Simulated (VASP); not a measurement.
Set up this calculation in VASP 6.6.1, as the native input.

```yaml
Task: relaxation of cell and atoms
Functional: PBE
Potentials_or_basis: VASP PAW PBE potentials, release 64 (Sn_d)
Cutoff: 600 eV
k_mesh: 12 × 12 × 8
Occupations: gaussian, width 0.1 eV
Spin: no spin polarisation
Dipole_correction: no
Further_INCAR_settings: ALGO = Fast; EDIFF = 1e-07; IBRION = 2; EDIFFG = -0.01; NSW = 80; ISIF = 3
```

The structure of Sn lies in POSCAR:

```
Sn
1.0
    3.4097591437      0.0000000000      0.0000000000
   -1.7048795719      2.9529380392      0.0000000000
    0.0000000000      0.0000000000      5.5138065627
Sn
2
Direct
    0.3333333333      0.6666666667      0.2500000000
    0.6666666667      0.3333333333      0.7500000000
```

This isn't the form of Sn at room conditions, which is tetragonal (white tin).

One way to write it, as run:

INCAR

```
  PREC = Accurate
  ENCUT = 600
  EDIFF = 1E-7
  ISMEAR = 0
  SIGMA = 0.1
  LREAL = F
  LASPH = T
  NELM = 100
  ALGO = Fast
  ISIF = 3
  LWAVE = F
  LCHARG = F
  GGA = PE
  IBRION = 2
  NSW = 80
  EDIFFG = -0.01
```

KPOINTS

```
Automatic mesh
0
Gamma
  12 12 8
```

Potentials or basis: VASP PAW PBE potentials, release 64 (Sn_d).

Command:

```console
$ cat potpaw_PBE.64/Sn_d/POTCAR > POTCAR
$ mpirun -np 1 vasp_std > vasp.out
```

Results of the run:

| Property | Result |
| --- | --- |
| Relaxed volume | 27.74 Å³/atom |
| Relaxed cell | a = 3.387 Å, b = 3.387 Å, c = 5.587 Å, α = 90.00°, β = 90.00°, γ = 120.00° |
| Space group after relaxing (to 0.1 Å) | P6_3/mmc (No. 194) |
| Energy gained by relaxing | 1.0 meV/atom |
| Ionic steps | 7 |
| Pressure after relaxing | 0.0 GPa |
| Band gap on the k mesh | zero (bands 14 and 15 overlap by 8.19 eV) |

Caveat: spin-orbit coupling is left out, which moves the levels of the heavy elements.

Wall time 3.6 min on 1 thread of Intel(R) Xeon(R) 6975P-C (Granite Rapids) (shared host), peak memory 0.25 GiB.
